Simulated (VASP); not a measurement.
# Re in VASP: single point with PBE

Aim: the single point of Re with PBE.

Program: VASP 6.6.1. These are calculated values, not measurements. Logs are shortened: lines on timing, memory, paths and dates and some standing lists are left out, and cuts for length are marked.

## (1) The cell of the first run

The cell holds a sheet with vacuum, 2 atoms: a = 2.745 Å, b = 2.745 Å, c = 28.330 Å, α = 90.00°, β = 90.00°, γ = 120.00°.

The cell was built from a structure type or drawn by symmetry, and may not be a known phase.

## (2) Single point, PBE

Contents of INCAR:

```
ALGO = Normal ; DIPOL = 0.5 0.5 0.282
EDIFF = 1E-6 ; ENCUT = 410
GGA = PE ; GGA_COMPAT = False
IDIPOL = 3 ; ISIF = 2
ISMEAR = 0 ; LASPH = True
LCHARG = False ; LDIPOL = True
LREAL = False ; LWAVE = False
NBANDS = 22 ; NELM = 120
NELMDL = -8 ; PREC = Accurate
SIGMA = 0.1
```

Contents of KPOINTS:

```
k-points
0
Gamma
  24 24 1
```

Contents of POSCAR:

```
Re
1.0
    2.7452095803      0.0000000000      0.0000000000
   -1.3726047902      2.3774212353      0.0000000000
    0.0000000000      0.0000000000     28.3303898800
Re
2
Direct
    0.0000000000      0.0000000000      0.3222272954
    0.0000000000      0.0000000000      0.2425372584
```

Potentials or basis: VASP PAW PBE potentials, release 64 (Re_sv_GW).

Launch:

```console
> cat potpaw_PBE.64/Re_sv_GW/POTCAR > POTCAR
> mpirun -np 1 vasp_std > vasp.out
```

OUTCAR:

```text
EDIFF = 1E-6
   ENCUT = 410
   GGA = PE
   ISIF = 2
   ISMEAR = 0
   LASPH = True
   LREAL = False
   NELM = 120
   NELMDL = -8
   PREC = Accurate

 ion  position               nearest neighbor table
   1  0.000  0.000  0.322-   2 2.26
   2  0.000  0.000  0.243-   1 2.26

  LATTYP: Found a hexagonal cell.
 ALAT       =     2.7452095803
 C/A-ratio  =    10.3199369852

  Lattice vectors:

 A1 = (   2.7452095803,   0.0000000000,   0.0000000000)
 A2 = (  -1.3726047902,   2.3774212353,   0.0000000000)
 A3 = (   0.0000000000,   0.0000000000,  28.3303898800)

Analysis of symmetry for initial positions (statically):
=====================================================================
 Subroutine PRICEL returns:
 Original cell was already a primitive cell.

 Routine SETGRP: Setting up the symmetry group for a
 hexagonal supercell.

 Subroutine GETGRP returns: Found 24 space group operations
 (whereof 12 operations were pure point group operations)
 out of a pool of 24 trial point group operations.

The static configuration has the point symmetry C_6v.
 The point group associated with its full space group is D_6h.

Analysis of symmetry for dynamics (positions and initial velocities):
=====================================================================
 Subroutine PRICEL returns:
 Original cell was already a primitive cell.

 Routine SETGRP: Setting up the symmetry group for a
 hexagonal supercell.

 Subroutine GETGRP returns: Found 24 space group operations
 (whereof 12 operations were pure point group operations)
 out of a pool of 24 trial point group operations.

The dynamic configuration has the point symmetry C_6v.
 The point group associated with its full space group is D_6h.

 Subroutine INISYM returns: Found 24 space group operations
 (whereof 12 operations are pure point group operations),
 and found     1 'primitive' translations

----------------------------------------------------------------------------------------

                                     Primitive cell

  volume of cell :     184.8988

  direct lattice vectors                    reciprocal lattice vectors
     2.745209580  0.000000000  0.000000000     0.364270913  0.210311910  0.000000000
    -1.372604790  2.377421235  0.000000000     0.000000000  0.420623819  0.000000000
     0.000000000  0.000000000 28.330389880     0.000000000  0.000000000  0.035297785

  length of vectors
     2.745209580  2.745209580 28.330389880     0.420623819  0.420623819  0.035297785

  position of ions in fractional coordinates (direct lattice)
     0.000000000  0.000000000  0.322227295
     0.000000000  0.000000000  0.242537258

  ion indices of the primitive-cell ions
   primitive index   ion index
                 1           1
                 2           2

----------------------------------------------------------------------------------------

 KPOINTS: k-points

Automatic generation of k-mesh.
 Grid dimensions read from file:
 generate k-points for:   24   24    1

 Generating k-lattice:

  Cartesian coordinates                     Fractional coordinates (reciprocal lattice)
     0.015177955  0.008762996  0.000000000     0.041666667  0.000000000  0.000000000
     0.000000000  0.017525992  0.000000000     0.000000000  0.041666667  0.000000000
     0.000000000  0.000000000  0.035297785     0.000000000  0.000000000  1.000000000

  Length of vectors
     0.017525992  0.017525992  0.035297785

  Shift w.r.t. Gamma in fractional coordinates (k-lattice)
     0.000000000  0.000000000  0.000000000

 Subroutine IBZKPT returns following result:
 ===========================================

 Found     61 irreducible k-points:

 Following reciprocal coordinates:
            Coordinates               Weight
  0.000000  0.000000  0.000000      1.000000
  0.041667  0.000000  0.000000      6.000000
  0.083333  0.000000  0.000000      6.000000
  0.125000 -0.000000  0.000000      6.000000
  0.166667  0.000000  0.000000      6.000000
  0.208333 -0.000000  0.000000      6.000000
[... 16 lines left out ...]
  0.416667  0.041667  0.000000     12.000000
  0.458333  0.041667  0.000000     12.000000
 [... further k-points ...]
   k-points           NKPTS =     61   k-points in BZ     NKDIM =     61   number of bands    NBANDS=     22
   number of dos      NEDOS =    301   number of ions     NIONS =      2
   total plane-waves  NPLWV =  62208
   dimension x,y,z NGX =    18 NGY =   18 NGZ =  192
   dimension x,y,z NGXF=    36 NGYF=   36 NGZF=  384
   ions per type =               2
   NGX,Y,Z   is equivalent  to a cutoff of  10.90, 10.90, 11.27 a.u.
   NGXF,Y,Z  is equivalent  to a cutoff of  21.80, 21.80, 22.53 a.u.
 SYSTEM =  unknown system
   PREC   = accura    normal or accurate (medium, high low for compatibility)
   ISTART =      0    job   : 0-new  1-cont  2-samecut
   ICHARG =      2    charge: 1-file 2-atom 10-const
   ISPIN  =      1    spin polarized calculation?
   LNONCOLLINEAR =      F non collinear calculations
   LSORBIT =      F    spin-orbit coupling
   LASPH  =      T    aspherical Exc in radial PAW
   ENCUT  =  410.0 eV  30.13 Ry    5.49 a.u.   4.53  4.53 46.77*2*pi/ulx,y,z
   NELM   =    120;   NELMIN=  2; NELMDL= -8     # of ELM steps
   EDIFF  = 0.1E-05   stopping-criterion for ELM
   LREAL  =      F    real-space projection
   EDIFFG = 0.1E-04   stopping-criterion for IOM
   NSW    =      0    number of steps for IOM
   IBRION =     -1    ionic relax: 0-MD 1-quasi-New 2-CG
   NFREE  =      0    steps in history (QN), initial steepest desc. (CG)
   ISIF   =      2    stress and relaxation
   ISYM   =      2    0-nonsym 1-usesym 2-fastsym
   POTIM  = 0.5000    time-step for ionic-motion
   TEBEG  =    0.0;   TEEND  =   0.0 temperature during run
   PSTRESS=    0.0 pullay stress
   NELECT =      30.0000    total number of electrons
   NUPDOWN=      -1.0000    fix difference up-down
   EMIN   =  10.00;   EMAX   =-10.00  energy-range for DOS
   EFERMI =   0.00;   METHOD = LEGACY
   ISMEAR =     0;   SIGMA  =   0.10  broadening in eV -4-tet -1-fermi 0-gaus
   EFERMI_NEDOS =   21; number of points for ismear=-14 and -15
   IALGO  =     38    algorithm
   IMIX   =      4    mixing-type and parameters
     AMIX     =   0.40;   BMIX     =  1.00
     AMIX_MAG =   1.60;   BMIX_MAG =  1.00
  volume/ion in A,a.u.               =      92.45       623.88
  Fermi-wavevector in a.u.,A,eV,Ry     =   0.892902  1.687340 10.847574  0.797274
  Thomas-Fermi vector in A             =   2.014911
   LORBIT       =      0    0 simple, 1 ext, 2 COOP (PROOUT), +10 PAW based schemes
   GGA     = PE    functional components
   LHFCALC =     F    Hartree Fock is set to
   AEXX    =    0.0000 exact exchange contribution
   IVDW    =     0    specifies the selected vdW correction
   LEPSILON=     F    determine dielectric tensor
   LRPA    =     F    only Hartree local field effects (RPA)
 non-spin polarized calculation
 Gauss-broadening in eV      SIGMA  =   0.10
  energy-cutoff  :      410.00
  volume of cell :      184.90
 maximum number of plane-waves:      3547
   NGX =  9   NGY =  9   NGZ = 93

 dipolmoment           0.000000      0.000000     -0.000012 electrons x Angstroem

 number of electron      30.0000008 magnetization

 dipolmoment           0.000000      0.000000      0.000001 electrons x Angstroem

 Free energy of the ion-electron system (eV)
  ---------------------------------------------------
  ext. energy  EPLUGINS =         0.00000000
  ---------------------------------------------------
  free energy    TOTEN  =       -25.41098540 eV

  energy without entropy =      -25.40063028  energy(sigma->0) =      -25.40580784

 E-fermi :  -1.9864     XC(G=0):  -3.0108

 val. band max:       -1.9963207540   @ k =   0.0833   0.0417   0.0000
 cond. band min:      -1.9816314073   @ k =   0.1250   0.0833   0.0000
 fundamental gap:      0.0146893467
 Fermi energy:        -1.9864156268

 k-point     1 :       0.0000    0.0000    0.0000
  band No.  band energies     occupation
      1     -81.8263      2.00000
      2     -81.6258      2.00000
      3     -44.6465      2.00000
      4     -43.2063      2.00000
      5     -43.2063      2.00000
      6     -43.0092      2.00000
[... 14 lines left out ...]
     21       1.8990      0.00000
     22       2.7254      0.00000

 k-point     2 :       0.0417    0.0000    0.0000
  band No.  band energies     occupation
      1     -81.8250      2.00000
      2     -81.6245      2.00000
      3     -44.6439      2.00000
      4     -43.2236      2.00000
      5     -43.2103      2.00000
      6     -43.0255      2.00000
[... 14 lines left out ...]
     21       1.8830      0.00000
     22       2.7809      0.00000

 k-point     3 :       0.0833    0.0000    0.0000
  band No.  band energies     occupation
      1     -81.8210      2.00000
      2     -81.6206      2.00000
      3     -44.6362      2.00000
      4     -43.2742      2.00000
      5     -43.2220      2.00000
      6     -43.0730      2.00000
[... 14 lines left out ...]
     21       1.8363      0.00000
     22       2.9444      0.00000

 k-point     4 :       0.1250   -0.0000    0.0000
  band No.  band energies     occupation
      1     -81.8146      2.00000
      2     -81.6145      2.00000
      3     -44.6241      2.00000
      4     -43.3538      2.00000
      5     -43.2405      2.00000
      6     -43.1478      2.00000
[... 14 lines left out ...]
     21       1.7632      0.00000
     22       3.2073      0.00000

 k-point     5 :       0.1667    0.0000    0.0000
  band No.  band energies     occupation
      1     -81.8063      2.00000
      2     -81.6064      2.00000
      3     -44.6082      2.00000
      4     -43.4566      2.00000
      5     -43.2646      2.00000
      6     -43.2443      2.00000
[... 417 lines left out ...]
 k-point    22 :       0.3750    0.0417    0.0000
  band No.  band energies     occupation
      1     -81.7538      2.00000
      2     -81.5558      2.00000
      3     -44.5068      2.00000
      4     -44.0686      2.00000
      5     -43.8207      2.00000
      6     -43.4222      2.00000
[... 14 lines left out ...]
     21       4.4094      0.00000
     22       6.6793      0.00000

 k-point    23 :       0.4167    0.0417    0.0000
  band No.  band energies     occupation
      1     -81.7485      2.00000
      2     -81.5508      2.00000
      3     -44.4965      2.00000
      4     -44.1274      2.00000
      5     -43.8762      2.00000
      6     -43.4373      2.00000
[... 14 lines left out ...]
     21       4.9351      0.00000
     22       7.2137      0.00000

 k-point    24 :       0.4583    0.0417    0.0000
  band No.  band energies     occupation
      1     -81.7458      2.00000
      2     -81.5481      2.00000
      3     -44.4912      2.00000
      4     -44.1577      2.00000
      5     -43.9048      2.00000
      6     -43.4452      2.00000
[... 14 lines left out ...]
     21       5.2262      0.00000
     22       6.6729      0.00000

 [... further k-points ...]

------------------------ aborting loop because EDIFF is reached ----------------------------------------

 vacuum level on the upper side and lower side of the slab       (xc-potential included)        -0.008        -0.009

  FORCE on cell =-STRESS in cart. coord.  units (eV):
  Direction    XX          YY          ZZ          XY          YZ          ZX
  --------------------------------------------------------------------------------------
  -------------------------------------------------------------------------------------
  Total       -0.2027217     -0.2027217     -0.1289598      0.0000000      0.0000000     -0.0000000
  in kB       -1.7566148     -1.7566148     -1.1174564      0.0000000      0.0000000     -0.0000000
  external PRESSURE =      -1.5435620 kB  Pullay stress =       0.0000000 kB

 VOLUME and BASIS-vectors are now :
 -----------------------------------------------------------------------------
  energy-cutoff  :      410.00
  volume of cell :      184.90
      direct lattice vectors                 reciprocal lattice vectors
     2.745209580  0.000000000  0.000000000     0.364270913  0.210311910  0.000000000
    -1.372604790  2.377421235  0.000000000     0.000000000  0.420623819  0.000000000
     0.000000000  0.000000000 28.330389880     0.000000000  0.000000000  0.035297785

 POSITION                                       TOTAL-FORCE (eV/Angst)
 -----------------------------------------------------------------------------------
      0.00000      0.00000      9.12882        -0.000000      0.000000      0.038040
      0.00000      0.00000      6.87118         0.000000     -0.000000     -0.038040
 -----------------------------------------------------------------------------------
    total drift:                                0.000000      0.000000      0.000062

  FREE ENERGIE OF THE ION-ELECTRON SYSTEM (eV)
  ---------------------------------------------------
  free  energy   TOTEN  =       -25.4109853976 eV

  energy  without entropy=      -25.4006302757  energy(sigma->0) =      -25.40580784

 vacuum level on the upper side and lower side of the slab         2.915         2.914
```

Wall time 3.9 min (1 thread of Intel Xeon Platinum 8488C (Sapphire Rapids), shared host); peak memory 0.33 GiB.

What came out:

- Free energy: -25.4110 eV
- Largest force: 0.038 eV/Å
- Band gap on the k mesh: zero (bands 15 and 16 overlap by 1.88 eV)

Forces in eV/Å, atoms in the order of the input:
```
Re   0.000  0.000  0.038
Re   0.000  0.000 -0.038
```

Caveat: spin-orbit coupling is left out, which moves the levels of the heavy elements.
